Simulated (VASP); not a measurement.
# AlCu3 (Pm-3m) in VASP: single point with r2SCAN+D4

Aim: the single point of AlCu3 with r2SCAN+D4.

Everything below comes from runs of VASP 6.6.1. Logs are shortened: lines on timing, memory, paths and dates and some standing lists are left out, and cuts for length are marked.

## 1. The cell of the first run

Symmetry: Pm-3m, No. 221, cubic system. Conventional cell: a = 3.637 Å, b = 3.637 Å, c = 3.637 Å, α = 90.00°, β = 90.00°, γ = 90.00°. Al (site symmetry m-3m) has 12 Cu at 2.57 Å within 3.4 Å. Within 3.4 Å of Cu (site symmetry 4/mmm) lie 4 Al at 2.57 Å and 8 Cu at 2.57 Å.

## 2. Single point, r2SCAN+D4

File POSCAR:

```
AlCu3
1.0
    3.6373770000      0.0000000000      0.0000000000
    0.0000000000      3.6373770000      0.0000000000
    0.0000000000      0.0000000000      3.6373770000
Al Cu
1 3
Direct
    0.0000000000      0.0000000000      0.0000000000
    0.5000000000      0.5000000000      0.0000000000
    0.5000000000      0.0000000000      0.5000000000
    0.0000000000      0.5000000000      0.5000000000
```

File INCAR.step1:

```
SYSTEM = AlCu3
PREC = Accurate
ENCUT = 520
ISMEAR = -1
SIGMA = 0.1
LREAL = .FALSE.
LASPH = .TRUE.
NELM = 100
NBANDS = 26
GGA = PE
ALGO = Normal
EDIFF = 1E-4
LWAVE = .TRUE.
LCHARG = .FALSE.
```

File INCAR.step2:

```
SYSTEM = AlCu3
PREC = Accurate
ENCUT = 520
EDIFF = 1E-7
ISMEAR = -1
SIGMA = 0.1
LREAL = .FALSE.
LASPH = .TRUE.
NELM = 100
ALGO = Normal
ISIF = 2
LWAVE = .FALSE.
LCHARG = .FALSE.
METAGGA = R2SCAN
LMIXTAU = .TRUE.
IVDW = 13
VDW_S6 = 1.0
VDW_S8 = 0.6018749
VDW_A1 = 0.51559235
VDW_A2 = 5.77342911
NBANDS = 26
ISTART = 1
```

File KPOINTS:

```
regular mesh
0
G
  6 6 6
  0 0 0
```

Potentials or basis: VASP PAW PBE potentials, release 64 (Al, Cu).

Launch:

```bash
$ cat potpaw_PBE.64/Al/POTCAR potpaw_PBE.64/Cu/POTCAR > POTCAR
$ cp INCAR.step1 INCAR
$ mpirun -np 1 vasp_std > vasp.out
$ cp INCAR.step2 INCAR
$ mpirun -np 1 vasp_std > vasp.out
```

OUTCAR:

```text
SYSTEM = AlCu3
   PREC = Accurate
   ENCUT = 520
   EDIFF = 1E-7
   ISMEAR = -1
   LREAL = .FALSE.
   LASPH = .TRUE.
   NELM = 100
   ISIF = 2
   METAGGA = R2SCAN
   IVDW = 13
   ISTART = 1

 ion  position               nearest neighbor table
   1  0.000  0.000  0.000-   2 2.57   3 2.57   4 2.57   3 2.57   4 2.57   2 2.57   4 2.57   4 2.57
                             2 2.57   3 2.57   3 2.57   2 2.57
   2  0.500  0.500  0.000-   1 2.57   3 2.57   4 2.57   3 2.57   4 2.57   1 2.57   3 2.57   3 2.57
                             1 2.57   4 2.57   4 2.57   1 2.57
   3  0.500  0.000  0.500-   1 2.57   2 2.57   4 2.57   1 2.57   2 2.57   2 2.57   4 2.57   2 2.57
                             1 2.57   4 2.57   1 2.57   4 2.57
   4  0.000  0.500  0.500-   1 2.57   2 2.57   3 2.57   1 2.57   2 2.57   1 2.57   3 2.57   1 2.57
                             2 2.57   3 2.57   2 2.57   3 2.57

  LATTYP: Found a simple cubic cell.
 ALAT       =     3.6373770000

  Lattice vectors:

 A1 = (   3.6373770000,   0.0000000000,   0.0000000000)
 A2 = (   0.0000000000,   3.6373770000,   0.0000000000)
 A3 = (   0.0000000000,   0.0000000000,   3.6373770000)

Analysis of symmetry for initial positions (statically):
=====================================================================
 Subroutine PRICEL returns:
 Original cell was already a primitive cell.

 Routine SETGRP: Setting up the symmetry group for a
 simple cubic supercell.

 Subroutine GETGRP returns: Found 48 space group operations
 (whereof 48 operations were pure point group operations)
 out of a pool of 48 trial point group operations.

The static configuration has the point symmetry O_h .

Analysis of symmetry for dynamics (positions and initial velocities):
=====================================================================
 Subroutine PRICEL returns:
 Original cell was already a primitive cell.

 Routine SETGRP: Setting up the symmetry group for a
 simple cubic supercell.

 Subroutine GETGRP returns: Found 48 space group operations
 (whereof 48 operations were pure point group operations)
 out of a pool of 48 trial point group operations.

The dynamic configuration has the point symmetry O_h .

 Subroutine INISYM returns: Found 48 space group operations
 (whereof 48 operations are pure point group operations),
 and found     1 'primitive' translations

----------------------------------------------------------------------------------------

                                     Primitive cell

  volume of cell :      48.1244

  direct lattice vectors                    reciprocal lattice vectors
     3.637377000  0.000000000  0.000000000     0.274923386  0.000000000  0.000000000
     0.000000000  3.637377000  0.000000000     0.000000000  0.274923386  0.000000000
     0.000000000  0.000000000  3.637377000     0.000000000  0.000000000  0.274923386

  length of vectors
     3.637377000  3.637377000  3.637377000     0.274923386  0.274923386  0.274923386

  position of ions in fractional coordinates (direct lattice)
     0.000000000  0.000000000  0.000000000
     0.500000000  0.500000000  0.000000000
     0.500000000  0.000000000  0.500000000
     0.000000000  0.500000000  0.500000000

  ion indices of the primitive-cell ions
   primitive index   ion index
                 1           1
                 2           2
                 3           3
                 4           4

----------------------------------------------------------------------------------------

 KPOINTS: regular mesh

Automatic generation of k-mesh.
 Grid dimensions read from file:
 generate k-points for:    6    6    6

 Generating k-lattice:

  Cartesian coordinates                     Fractional coordinates (reciprocal lattice)
     0.045820564  0.000000000  0.000000000     0.166666667  0.000000000  0.000000000
     0.000000000  0.045820564  0.000000000     0.000000000  0.166666667  0.000000000
     0.000000000  0.000000000  0.045820564     0.000000000  0.000000000  0.166666667

  Length of vectors
     0.045820564  0.045820564  0.045820564

  Shift w.r.t. Gamma in fractional coordinates (k-lattice)
     0.000000000  0.000000000  0.000000000

 Subroutine IBZKPT returns following result:
 ===========================================

 Found     20 irreducible k-points:

 Following reciprocal coordinates:
            Coordinates               Weight
  0.000000  0.000000  0.000000      1.000000
  0.166667  0.000000  0.000000      6.000000
  0.333333  0.000000  0.000000      6.000000
  0.500000  0.000000  0.000000      3.000000
  0.166667  0.166667  0.000000     12.000000
  0.333333  0.166667  0.000000     24.000000
[... 12 lines left out ...]
  0.500000  0.500000  0.333333      6.000000
  0.500000  0.500000  0.500000      1.000000
   k-points           NKPTS =     20   k-points in BZ     NKDIM =     20   number of bands    NBANDS=     26
   number of dos      NEDOS =    301   number of ions     NIONS =      4
   total plane-waves  NPLWV =  21952
   dimension x,y,z NGX =    28 NGY =   28 NGZ =   28
   dimension x,y,z NGXF=    56 NGYF=   56 NGZF=   56
   ions per type =               1   3
   NGX,Y,Z   is equivalent  to a cutoff of  12.80, 12.80, 12.80 a.u.
   NGXF,Y,Z  is equivalent  to a cutoff of  25.59, 25.59, 25.59 a.u.
 SYSTEM =  AlCu3
   PREC   = accura    normal or accurate (medium, high low for compatibility)
   ISTART =      1    job   : 0-new  1-cont  2-samecut
   ICHARG =      0    charge: 1-file 2-atom 10-const
   ISPIN  =      1    spin polarized calculation?
   LNONCOLLINEAR =      F non collinear calculations
   LSORBIT =      F    spin-orbit coupling
   LASPH  =      T    aspherical Exc in radial PAW
   ENCUT  =  520.0 eV  38.22 Ry    6.18 a.u.   6.76  6.76  6.76*2*pi/ulx,y,z
   NELM   =    100;   NELMIN=  2; NELMDL=  0     # of ELM steps
   EDIFF  = 0.1E-06   stopping-criterion for ELM
   LREAL  =      F    real-space projection
   EDIFFG = 0.1E-05   stopping-criterion for IOM
   NSW    =      0    number of steps for IOM
   IBRION =     -1    ionic relax: 0-MD 1-quasi-New 2-CG
   NFREE  =      0    steps in history (QN), initial steepest desc. (CG)
   ISIF   =      2    stress and relaxation
   ISYM   =      2    0-nonsym 1-usesym 2-fastsym
   POTIM  = 0.5000    time-step for ionic-motion
   TEBEG  =    0.0;   TEEND  =   0.0 temperature during run
   PSTRESS=    0.0 pullay stress
   NELECT =      36.0000    total number of electrons
   NUPDOWN=      -1.0000    fix difference up-down
   EMIN   =  10.00;   EMAX   =-10.00  energy-range for DOS
   EFERMI =   0.00;   METHOD = LEGACY
   ISMEAR =    -1;   SIGMA  =   0.10  broadening in eV -4-tet -1-fermi 0-gaus
   EFERMI_NEDOS =   21; number of points for ismear=-14 and -15
   IALGO  =     38    algorithm
   IMIX   =      4    mixing-type and parameters
     AMIX     =   0.40;   BMIX     =  1.00
     AMIX_MAG =   1.60;   BMIX_MAG =  1.00
  volume/ion in A,a.u.               =      12.03        81.19
  Fermi-wavevector in a.u.,A,eV,Ry     =   1.486120  2.808360 30.049202  2.208554
  Thomas-Fermi vector in A             =   2.599447
   LORBIT       =      0    0 simple, 1 ext, 2 COOP (PROOUT), +10 PAW based schemes
   METAGGA = R2SCAN    functional components
   LHFCALC =     F    Hartree Fock is set to
   AEXX    =    0.0000 exact exchange contribution
   IVDW    =    13    specifies the selected vdW correction
   LEPSILON=     F    determine dielectric tensor
   LRPA    =     F    only Hartree local field effects (RPA)
 non-spin polarized calculation
  energy-cutoff  :      520.00
  volume of cell :       48.12
 maximum number of plane-waves:      1328
 NGX is ok and might be reduce to    28
   NGX = 13   NGY = 13   NGZ = 13

 number of electron      35.9999993 magnetization

 Free energy of the ion-electron system (eV)
  ---------------------------------------------------
  ext. energy  EPLUGINS =         0.00000000
  ---------------------------------------------------
  free energy    TOTEN  =       -40.01523792 eV

  energy without entropy =      -39.99407720  energy(sigma->0) =      -40.00465756

 E-fermi :   8.6374     XC(G=0): -13.3582

 val. band max:        8.2529167502   @ k =   0.0000   0.0000   0.0000
 cond. band min:       8.7639130302   @ k =   0.3333   0.1667   0.0000
 fundamental gap:      0.5109962801
 Fermi energy:         8.6373804770

 k-point     1 :       0.0000    0.0000    0.0000
  band No.  band energies     occupation
      1      -2.6210      2.00000
      2       2.9762      2.00000
      3       3.5344      2.00000
      4       3.5344      2.00000
      5       3.8489      2.00000
      6       3.8489      2.00000
[... 18 lines left out ...]
     25      19.7912      0.00000
     26      21.1314      0.00000

 k-point     2 :       0.1667    0.0000    0.0000
  band No.  band energies     occupation
      1      -2.2842      2.00000
      2       3.0214      2.00000
      3       3.3875      2.00000
      4       3.7070      2.00000
      5       3.8922      2.00000
      6       3.8922      2.00000
[... 18 lines left out ...]
     25      18.7762      0.00000
     26      19.6649      0.00000

 k-point     3 :       0.3333    0.0000    0.0000
  band No.  band energies     occupation
      1      -1.3028      2.00000
      2       2.1044      2.00000
      3       3.4984      2.00000
      4       3.9963      2.00000
      5       3.9963      2.00000
      6       4.0677      2.00000
[... 18 lines left out ...]
     25      17.7229      0.00000
     26      19.9309      0.00000

 k-point     4 :       0.5000    0.0000    0.0000
  band No.  band energies     occupation
      1      -0.0452      2.00000
      2       0.6180      2.00000
      3       3.6698      2.00000
      4       4.0625      2.00000
      5       4.0625      2.00000
      6       4.1670      2.00000
[... 18 lines left out ...]
     25      16.9192      0.00000
     26      22.3753      0.00000

 k-point     5 :       0.1667    0.1667    0.0000
  band No.  band energies     occupation
      1      -1.9520      2.00000
      2       3.1256      2.00000
      3       3.3814      2.00000
      4       3.6985      2.00000
      5       3.8696      2.00000
      6       3.9206      2.00000
[... 18 lines left out ...]
     25      18.2318      0.00000
     26      19.5314      0.00000

 k-point     6 :       0.3333    0.1667    0.0000
  band No.  band energies     occupation
      1      -0.9864      2.00000
      2       2.3285      2.00000
      3       3.5327      2.00000
      4       3.8828      2.00000
      5       3.9415      2.00000
      6       4.1396      2.00000
[... 311 lines left out ...]
 k-point    17 :       0.3333    0.3333    0.3333
  band No.  band energies     occupation
      1       0.9544      2.00000
      2       2.7573      2.00000
      3       3.4942      2.00000
      4       3.4942      2.00000
      5       4.3164      2.00000
      6       4.4266      2.00000
[... 18 lines left out ...]
     25      21.2283      0.00000
     26      22.2923      0.00000

 k-point    18 :       0.5000    0.3333    0.3333
  band No.  band energies     occupation
      1       1.6343      2.00000
      2       2.5856      2.00000
      3       3.0734      2.00000
      4       3.7218      2.00000
      5       4.3735      2.00000
      6       4.5270      2.00000
[... 18 lines left out ...]
     25      22.6454      0.00000
     26      23.8244      0.00000

 k-point    19 :       0.5000    0.5000    0.3333
  band No.  band energies     occupation
      1       1.8717      2.00000
      2       3.0852      2.00000
      3       3.0852      2.00000
      4       3.3908      2.00000
      5       4.6097      2.00000
      6       4.6097      2.00000
[... 18 lines left out ...]
     25      25.3221      0.00000
     26      25.4046      0.00000

 k-point    20 :       0.5000    0.5000    0.5000
  band No.  band energies     occupation
      1       1.8668      2.00000
      2       3.2978      2.00000
      3       3.2978      2.00000
      4       3.2978      2.00000
      5       4.7813      2.00000
      6       4.7813      2.00000
[... 18 lines left out ...]
     25      26.1114      0.00000
     26      27.7110      0.00000

------------------------ aborting loop because EDIFF is reached ----------------------------------------

  DFT-D4 for vdW energy calculation

  Edisp (eV):   -0.72200

  FORCE on cell =-STRESS in cart. coord.  units (eV):
  Direction    XX          YY          ZZ          XY          YZ          ZX
  --------------------------------------------------------------------------------------
  -------------------------------------------------------------------------------------
  Total      -0.35409    -0.35409    -0.35409     0.00000     0.00000    -0.00000
  in kB     -11.78867   -11.78867   -11.78867     0.00000     0.00000    -0.00000
  external pressure =      -11.79 kB  Pullay stress =        0.00 kB

 VOLUME and BASIS-vectors are now :
 -----------------------------------------------------------------------------
  energy-cutoff  :      520.00
  volume of cell :       48.12
      direct lattice vectors                 reciprocal lattice vectors
     3.637377000  0.000000000  0.000000000     0.274923386  0.000000000  0.000000000
     0.000000000  3.637377000  0.000000000     0.000000000  0.274923386  0.000000000
     0.000000000  0.000000000  3.637377000     0.000000000  0.000000000  0.274923386

 POSITION                                       TOTAL-FORCE (eV/Angst)
 -----------------------------------------------------------------------------------
      0.00000      0.00000      0.00000         0.000000      0.000000      0.000000
      1.81869      1.81869      0.00000         0.000000      0.000000      0.000000
      1.81869      0.00000      1.81869         0.000000      0.000000      0.000000
      0.00000      1.81869      1.81869         0.000000      0.000000      0.000000
 -----------------------------------------------------------------------------------
    total drift:                                0.000000      0.000000      0.000000

  FREE ENERGIE OF THE ION-ELECTRON SYSTEM (eV)
  ---------------------------------------------------
  free  energy   TOTEN  =       -40.7372403305 eV

  energy  without entropy=      -40.7160796147  energy(sigma->0) =      -40.72665997
```

Wall time 73 s (1 thread of Intel Xeon Platinum 8375C at 2.90GHz (Ice Lake), shared host); peak memory 0.17 GiB.

Results:

```yaml
Free_energy: -40.7372 eV
Pressure: -1.2 GPa
Band_gap_on_the_k_mesh: zero (band 18 reaches 12.53 eV, above the bottom of band 19 at 6.72 eV)
Dispersion_energy_per_atom: -0.180 eV
```

Levels at points of the mesh, in eV from the Fermi level:
```tsv
k point	band 16	band 17	band 18	band 19	band 20	band 21
(0.00, 0.00, 0.00)	-2.22	-0.38	-0.38	-0.38	4.49	4.49
(0.50, 0.00, 0.00)	-2.69	-2.22	3.89	3.89	4.03	4.03
(0.50, 0.50, 0.00)	-2.92	-2.52	-1.36	-1.36	6.59	6.65
(0.50, 0.50, 0.50)	-2.41	-2.41	-2.41	-1.53	1.45	1.83
```

Caveat: the PAW data sets were made with another functional, which shifts forces and pressure a little; pairwise dispersion overbinds metals, which lowers pressure and volume.
